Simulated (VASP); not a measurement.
# Cu in VASP: notebook

Cu is run at these levels: PBEsol; tasks: single point.

Everything below comes from runs of VASP 6.6.1. Logs are shortened: lines on timing, memory, paths and dates and some standing lists are left out, and cuts for length are marked.

### 1 The cell of the first run

The cell holds a slab with vacuum, 6 atoms: a = 2.520 Å, b = 3.563 Å, c = 23.299 Å, α = 90.00°, β = 90.00°, γ = 90.00°.

### 2 Single point, PBEsol

Input file INCAR:

```
SYSTEM = Cu
ALGO     = Normal         ! electronic algorithm
DIPOL    = 0.5 0.5 0.500
EDIFF    = 1E-6           ! SCF threshold, eV
ENCUT    = 520            ! plane-wave cutoff, eV
GGA      = PS             ! functional
IDIPOL   = 3            
ISIF     = 2              ! what is computed and relaxed
ISMEAR   = 0              ! smearing method
LASPH    = .TRUE.         ! aspherical terms in the spheres
LCHARG   = .TRUE.         ! write CHGCAR
LDIPOL   = .TRUE.       
LELF     = .TRUE.         ! ELF
LREAL    = .FALSE.        ! projectors in reciprocal space
LVACPOTAV= .TRUE.       
LVHAR    = .TRUE.       
LWAVE    = .FALSE.        ! write WAVECAR
NBANDS   = 42             ! bands
NELM     = 60             ! most SCF steps
PREC     = Accurate       ! precision mode
SIGMA    = 0.1            ! smearing width, eV
```

Input file KPOINTS:

```
k-points
0
G
  11 8 1
  0 0 0
```

Input file POSCAR:

```
Cu
1.0
    2.5196845177      0.0000000000      0.0000000000
    0.0000000000      3.5633720178      0.0000000000
    0.0000000000      0.0000000000     23.2992112941
Cu
6
Direct
    0.5000000000      0.5000000000      0.3648192161
    0.0000000000      0.0000000000      0.4188915297
    0.5000000000      0.5000000000      0.4729638432
    0.0000000000      0.0000000000      0.5263868545
    0.5000000000      0.5000000000      0.5828376788
    0.0000000000      0.0000000000      0.6311417506
```

Potentials or basis: VASP PAW PBE potentials, release 64 (Cu).

Run with:

```sh
cat potpaw_PBE.64/Cu/POTCAR > POTCAR
mpirun -np 1 vasp_std > vasp.out
```

OUTCAR:

```text
SYSTEM = Cu
   EDIFF = 1E-6
   ENCUT = 520
   GGA = PS
   ISIF = 2
   ISMEAR = 0
   LASPH = .TRUE.
   LREAL = .FALSE.
   NELM = 60
   PREC = Accurate

 ion  position               nearest neighbor table
   1  0.500  0.500  0.365-   3 2.52   2 2.52   2 2.52   2 2.52   2 2.52
   2  0.000  0.000  0.419-   4 2.50   3 2.52   3 2.52   3 2.52   3 2.52   1 2.52   1 2.52   1 2.52
                             1 2.52
   3  0.500  0.500  0.473-   4 2.51   4 2.51   4 2.51   4 2.51   2 2.52   2 2.52   2 2.52   2 2.52
                             1 2.52   5 2.56
   4  0.000  0.000  0.526-   6 2.44   2 2.50   3 2.51   3 2.51   3 2.51   3 2.51   5 2.55   5 2.55
                             5 2.55   5 2.55
   5  0.500  0.500  0.583-   6 2.46   6 2.46   6 2.46   6 2.46   4 2.55   4 2.55   4 2.55   4 2.55
                             3 2.56
   6  0.000  0.000  0.631-   4 2.44   5 2.46   5 2.46   5 2.46   5 2.46

  LATTYP: Found a simple orthorhombic cell.
 ALAT       =     2.5196845177
 B/A-ratio  =     1.4142135624
 C/A-ratio  =     9.2468763968

  Lattice vectors:

 A1 = (   2.5196845177,   0.0000000000,   0.0000000000)
 A2 = (   0.0000000000,   3.5633720178,   0.0000000000)
 A3 = (   0.0000000000,   0.0000000000,  23.2992112941)

Analysis of symmetry for initial positions (statically):
=====================================================================
 Subroutine PRICEL returns:
 Original cell was already a primitive cell.

 Routine SETGRP: Setting up the symmetry group for a
 simple orthorhombic supercell.

 Subroutine GETGRP returns: Found  4 space group operations
 (whereof  4 operations were pure point group operations)
 out of a pool of  8 trial point group operations.

The static configuration has the point symmetry C_2v.

Analysis of symmetry for dynamics (positions and initial velocities):
=====================================================================
 Subroutine PRICEL returns:
 Original cell was already a primitive cell.

 Routine SETGRP: Setting up the symmetry group for a
 simple orthorhombic supercell.

 Subroutine GETGRP returns: Found  4 space group operations
 (whereof  4 operations were pure point group operations)
 out of a pool of  8 trial point group operations.

The dynamic configuration has the point symmetry C_2v.

 Subroutine INISYM returns: Found  4 space group operations
 (whereof  4 operations are pure point group operations),
 and found     1 'primitive' translations

----------------------------------------------------------------------------------------

                                     Primitive cell

  volume of cell :     209.1937

  direct lattice vectors                    reciprocal lattice vectors
     2.519684518  0.000000000  0.000000000     0.396875082  0.000000000  0.000000000
     0.000000000  3.563372018  0.000000000     0.000000000  0.280633062  0.000000000
     0.000000000  0.000000000 23.299211294     0.000000000  0.000000000  0.042919908

  length of vectors
     2.519684518  3.563372018 23.299211294     0.396875082  0.280633062  0.042919908

  position of ions in fractional coordinates (direct lattice)
     0.500000000  0.500000000  0.364819216
     0.000000000  0.000000000  0.418891530
     0.500000000  0.500000000  0.472963843
     0.000000000  0.000000000  0.526386854
     0.500000000  0.500000000  0.582837679
     0.000000000  0.000000000  0.631141751

  ion indices of the primitive-cell ions
   primitive index   ion index
                 1           1
                 2           2
                 3           3
                 4           4
                 5           5
                 6           6

----------------------------------------------------------------------------------------

 KPOINTS: k-points

Automatic generation of k-mesh.
 Grid dimensions read from file:
 generate k-points for:   11    8    1

 Generating k-lattice:

  Cartesian coordinates                     Fractional coordinates (reciprocal lattice)
     0.036079553  0.000000000  0.000000000     0.090909091  0.000000000  0.000000000
     0.000000000  0.035079133  0.000000000     0.000000000  0.125000000  0.000000000
     0.000000000  0.000000000  0.042919908     0.000000000  0.000000000  1.000000000

  Length of vectors
     0.036079553  0.035079133  0.042919908

  Shift w.r.t. Gamma in fractional coordinates (k-lattice)
     0.000000000  0.000000000  0.000000000

 Subroutine IBZKPT returns following result:
 ===========================================

 Found     30 irreducible k-points:

 Following reciprocal coordinates:
            Coordinates               Weight
  0.000000  0.000000  0.000000      1.000000
  0.090909  0.000000  0.000000      2.000000
  0.181818  0.000000  0.000000      2.000000
  0.272727  0.000000  0.000000      2.000000
  0.363636  0.000000  0.000000      2.000000
  0.454545  0.000000  0.000000      2.000000
[... 16 lines left out ...]
  0.363636  0.375000  0.000000      4.000000
  0.454545  0.375000  0.000000      4.000000
 [... further k-points ...]
   k-points           NKPTS =     30   k-points in BZ     NKDIM =     30   number of bands    NBANDS=     42
   number of dos      NEDOS =    301   number of ions     NIONS =      6
   total plane-waves  NPLWV = 100800
   dimension x,y,z NGX =    20 NGY =   28 NGZ =  180
   dimension x,y,z NGXF=    40 NGYF=   56 NGZF=  360
   ions per type =               6
   NGX,Y,Z   is equivalent  to a cutoff of  13.20, 13.06, 12.84 a.u.
   NGXF,Y,Z  is equivalent  to a cutoff of  26.39, 26.13, 25.69 a.u.
 SYSTEM =  Cu
   PREC   = accura    normal or accurate (medium, high low for compatibility)
   ISTART =      0    job   : 0-new  1-cont  2-samecut
   ICHARG =      2    charge: 1-file 2-atom 10-const
   ISPIN  =      1    spin polarized calculation?
   LNONCOLLINEAR =      F non collinear calculations
   LSORBIT =      F    spin-orbit coupling
   LASPH  =      T    aspherical Exc in radial PAW
   ENCUT  =  520.0 eV  38.22 Ry    6.18 a.u.   4.68  6.63 43.32*2*pi/ulx,y,z
   NELM   =     60;   NELMIN=  2; NELMDL= -5     # of ELM steps
   EDIFF  = 0.1E-05   stopping-criterion for ELM
   LREAL  =      F    real-space projection
   EDIFFG = 0.1E-04   stopping-criterion for IOM
   NSW    =      0    number of steps for IOM
   IBRION =     -1    ionic relax: 0-MD 1-quasi-New 2-CG
   NFREE  =      0    steps in history (QN), initial steepest desc. (CG)
   ISIF   =      2    stress and relaxation
   ISYM   =      2    0-nonsym 1-usesym 2-fastsym
   POTIM  = 0.5000    time-step for ionic-motion
   TEBEG  =    0.0;   TEEND  =   0.0 temperature during run
   PSTRESS=    0.0 pullay stress
   NELECT =      66.0000    total number of electrons
   NUPDOWN=      -1.0000    fix difference up-down
   EMIN   =  10.00;   EMAX   =-10.00  energy-range for DOS
   EFERMI =   0.00;   METHOD = LEGACY
   ISMEAR =     0;   SIGMA  =   0.10  broadening in eV -4-tet -1-fermi 0-gaus
   EFERMI_NEDOS =   21; number of points for ismear=-14 and -15
   IALGO  =     38    algorithm
   IMIX   =      4    mixing-type and parameters
     AMIX     =   0.40;   BMIX     =  1.00
     AMIX_MAG =   1.60;   BMIX_MAG =  1.00
  volume/ion in A,a.u.               =      34.87       235.28
  Fermi-wavevector in a.u.,A,eV,Ry     =   1.114483  2.106067 16.899408  1.242071
  Thomas-Fermi vector in A             =   2.251078
   LORBIT       =      0    0 simple, 1 ext, 2 COOP (PROOUT), +10 PAW based schemes
   GGA     = PS    functional components
   LHFCALC =     F    Hartree Fock is set to
   AEXX    =    0.0000 exact exchange contribution
   IVDW    =     0    specifies the selected vdW correction
   LEPSILON=     F    determine dielectric tensor
   LRPA    =     F    only Hartree local field effects (RPA)
 non-spin polarized calculation
 Gauss-broadening in eV      SIGMA  =   0.10
  energy-cutoff  :      520.00
  volume of cell :      209.19
 maximum number of plane-waves:      5674
 NGX is ok and might be reduce to    20
   NGX =  9   NGY = 13   NGZ = 87

 dipolmoment           0.000000      0.000000     -0.021010 electrons x Angstroem

 number of electron      65.9999964 magnetization

 dipolmoment           0.000000      0.000000      0.001431 electrons x Angstroem

 Free energy of the ion-electron system (eV)
  ---------------------------------------------------
  ext. energy  EPLUGINS =         0.00000000
  ---------------------------------------------------
  free energy    TOTEN  =       -23.70212081 eV

  energy without entropy =      -23.68901402  energy(sigma->0) =      -23.69556741

 E-fermi :  -0.5085     XC(G=0):  -5.1317

 val. band max:       -0.5144708802   @ k =   0.2727   0.5000   0.0000
 cond. band min:      -0.5068398083   @ k =   0.4545   0.5000   0.0000
 fundamental gap:      0.0076310720
 Fermi energy:        -0.5084857303

 k-point     1 :       0.0000    0.0000    0.0000
  band No.  band energies     occupation
      1      -9.5643      2.00000
      2      -7.9823      2.00000
      3      -5.9448      2.00000
      4      -5.2893      2.00000
      5      -4.9114      2.00000
      6      -4.7054      2.00000
[... 34 lines left out ...]
     41       4.9387      0.00000
     42       6.8016      0.00000

 k-point     2 :       0.0909    0.0000    0.0000
  band No.  band energies     occupation
      1      -9.3605      2.00000
      2      -7.7921      2.00000
      3      -5.7991      2.00000
      4      -5.2042      2.00000
      5      -4.8383      2.00000
      6      -4.6179      2.00000
[... 34 lines left out ...]
     41       5.1330      0.00000
     42       7.0037      0.00000

 k-point     3 :       0.1818    0.0000    0.0000
  band No.  band energies     occupation
      1      -8.7638      2.00000
      2      -7.2519      2.00000
      3      -5.4666      2.00000
      4      -4.9979      2.00000
      5      -4.6451      2.00000
      6      -4.4322      2.00000
[... 34 lines left out ...]
     41       5.7048      0.00000
     42       7.4921      0.00000

 k-point     4 :       0.2727    0.0000    0.0000
  band No.  band energies     occupation
      1      -7.8272      2.00000
      2      -6.4834      2.00000
      3      -5.2487      2.00000
      4      -4.8166      2.00000
      5      -4.5793      2.00000
      6      -4.5102      2.00000
[... 844 lines left out ...]
     41       7.2850      0.00000
     42       7.3999      0.00000

 k-point    23 :       0.3636    0.3750    0.0000
  band No.  band energies     occupation
      1      -5.8486      2.00000
      2      -5.1569      2.00000
      3      -4.9307      2.00000
      4      -4.6169      2.00000
      5      -4.5628      2.00000
      6      -4.4824      2.00000
[... 34 lines left out ...]
     41       7.1551      0.00000
     42       7.2402      0.00000

 k-point    24 :       0.4545    0.3750    0.0000
  band No.  band energies     occupation
      1      -5.4801      2.00000
      2      -5.2778      2.00000
      3      -4.8210      2.00000
      4      -4.7199      2.00000
      5      -4.6231      2.00000
      6      -4.5740      2.00000
[... 34 lines left out ...]
     41       5.9187      0.00000
     42       6.6427      0.00000

 [... further k-points ...]
[... 5 lines left out ...]
  --------------------------------------------------------------------------------------
  -------------------------------------------------------------------------------------
  Total       -1.7907053     -2.1536242     -0.3055430      0.0000000      0.0000000      0.0000000
  in kB      -13.7146946    -16.4942266     -2.3401000      0.0000000      0.0000000      0.0000000
  external PRESSURE =     -10.8496737 kB  Pullay stress =       0.0000000 kB

 VOLUME and BASIS-vectors are now :
 -----------------------------------------------------------------------------
  energy-cutoff  :      520.00
  volume of cell :      209.19
      direct lattice vectors                 reciprocal lattice vectors
     2.519684518  0.000000000  0.000000000     0.396875082  0.000000000  0.000000000
     0.000000000  3.563372018  0.000000000     0.000000000  0.280633062  0.000000000
     0.000000000  0.000000000 23.299211294     0.000000000  0.000000000  0.042919908

 POSITION                                       TOTAL-FORCE (eV/Angst)
 -----------------------------------------------------------------------------------
      1.25984      1.78169      8.50000         0.000000      0.000000      0.429911
      0.00000      0.00000      9.75984         0.000000      0.000000     -0.472933
      1.25984      1.78169     11.01968         0.000000      0.000000     -0.007820
      0.00000      0.00000     12.26440         0.000000      0.000000     -0.015962
      1.25984      1.78169     13.57966         0.000000      0.000000      0.001843
      0.00000      0.00000     14.70511         0.000000      0.000000      0.064961
 -----------------------------------------------------------------------------------
    total drift:                               -0.000000      0.000000      0.001800

  FREE ENERGIE OF THE ION-ELECTRON SYSTEM (eV)
  ---------------------------------------------------
  free  energy   TOTEN  =       -23.7021208107 eV

  energy  without entropy=      -23.6890140178  energy(sigma->0) =      -23.69556741

 vacuum level on the upper side and lower side of the slab         4.077         4.048
```

It took 5.3 min on 1 thread of Intel Xeon Platinum 8488C (Sapphire Rapids), shared host; peak memory 0.4 GiB.

What came out:

| Item | Value |
| --- | --- |
| Free energy | -23.7021 eV |
| Largest force | 0.473 eV/Å |
| Band gap on the k mesh | zero (band 33 reaches 1.47 eV, above the bottom of band 34 at -1.91 eV) |

Forces on the atoms (eV/Å):
```
Cu   0.000  0.000  0.430
Cu   0.000  0.000 -0.473
Cu   0.000  0.000 -0.008
Cu   0.000  0.000 -0.016
Cu   0.000  0.000  0.002
Cu   0.000  0.000  0.065
```

Caveat: the PAW data sets were made with another functional, which shifts forces and pressure a little.

### 3 Single point, PBEsol

INCAR: that of step 2 with these lines changed.

```diff
@@ -1,3 +1,3 @@
 SYSTEM = Cu
-ALGO     = Normal         ! electronic algorithm
+ALGO     = Fast           ! electronic algorithm
 DIPOL    = 0.5 0.5 0.500
```

KPOINTS is that of step 2.

Input file POSCAR:

```
Cu
1.0
    2.5196845176      0.0000000000      0.0000000000
    0.0000000000      3.5633720176      0.0000000000
    0.0000000000      0.0000000000     23.2992112939
Cu
6
Direct
    0.5000000000      0.5000000000      0.3648192161
    0.0000000000      0.0000000000      0.4188915297
    0.5000000000      0.5000000000      0.4729638432
    0.0000000000      0.0000000000      0.5263868568
    0.5000000000      0.5000000000      0.5828376814
    0.0000000000      0.0000000000      0.6311417546
```

Potentials or basis: VASP PAW PBE potentials, release 64 (Cu).

Run with:

```sh
cat potpaw_PBE.64/Cu/POTCAR > POTCAR
mpirun -np 1 vasp_std > vasp.out
```

Run time: 7.8 min. Hardware: 1 thread of Intel Xeon Platinum 8488C (Sapphire Rapids), shared host; peak memory 0.41 GiB.

Results (log left out):

| Quantity | Value |
| --- | --- |
| Free energy | -23.7021 eV |
| Largest force | 0.473 eV/Å |
| Band gap on the k mesh | zero (band 33 reaches 1.47 eV, above the bottom of band 34 at -1.91 eV) |

Forces in eV/Å, atoms in the order of the input:
```
Cu   0.000  0.000  0.430
Cu   0.000  0.000 -0.473
Cu   0.000  0.000 -0.008
Cu   0.000  0.000 -0.016
Cu   0.000  0.000  0.002
Cu   0.000  0.000  0.065
```

Levels at points of the mesh, in eV from the Fermi level:
```csv
k point,band 29,band 30,band 31,band 32,band 33,band 34,band 35,band 36,band 37,band 38
"(0.00, 0.00, 0.00)",-1.58,-1.50,-1.47,-1.36,-1.31,-0.42,1.72,2.53,3.88,4.45
"(0.00, 0.50, 0.00)",-1.47,-1.44,-1.42,-1.42,-1.41,-1.40,-0.66,-0.66,1.55,1.70
```

Caveat: the PAW data sets were made with another functional, which shifts forces and pressure a little.
